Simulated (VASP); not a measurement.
InAs (pbe), 2 atoms in the cell. Symmetry: F-43m, No. 216, cubic system. The conventional cell has a = 6.107 Å, b = 6.107 Å, c = 6.107 Å, α = 90.00°, β = 90.00°, γ = 90.00°. In (site symmetry -43m) has 4 As at 2.64 Å within 3.5 Å. Within 3.5 Å of As (site symmetry -43m) lie 4 In at 2.64 Å. 

- Program: VASP 6.6.1
- Task: relaxation of cell and atoms
- Functional: PBE
- Potentials or basis: VASP PAW PBE potentials, release 64 (In_d, As)
- Cutoff: 600 eV
- k mesh: 12 × 12 × 12
- Occupations: gaussian, width 0.1 eV
- Spin: no spin polarisation
- Dipole correction: no
- Further INCAR settings: ALGO = Normal; EDIFF = 1e-07; IBRION = 2; EDIFFG = -0.002; NSW = 100; ISIF = 3

Potentials or basis: VASP PAW PBE potentials, release 64 (In_d, As).

The run is started by

```sh
$ cat potpaw_PBE.64/In_d/POTCAR potpaw_PBE.64/As/POTCAR > POTCAR
$ mpirun -np 1 vasp_std > vasp.out
```

Hardware: 1 thread of Intel(R) Xeon(R) 6975P-C (Granite Rapids), on a shared host.

Estimate the wall time of this run.

Run time: 87 s on 1 thread of Intel(R) Xeon(R) 6975P-C (Granite Rapids), on a shared host, peak memory 0.26 GiB. Counts: scf iterations 49, k points 72, ion steps 5.
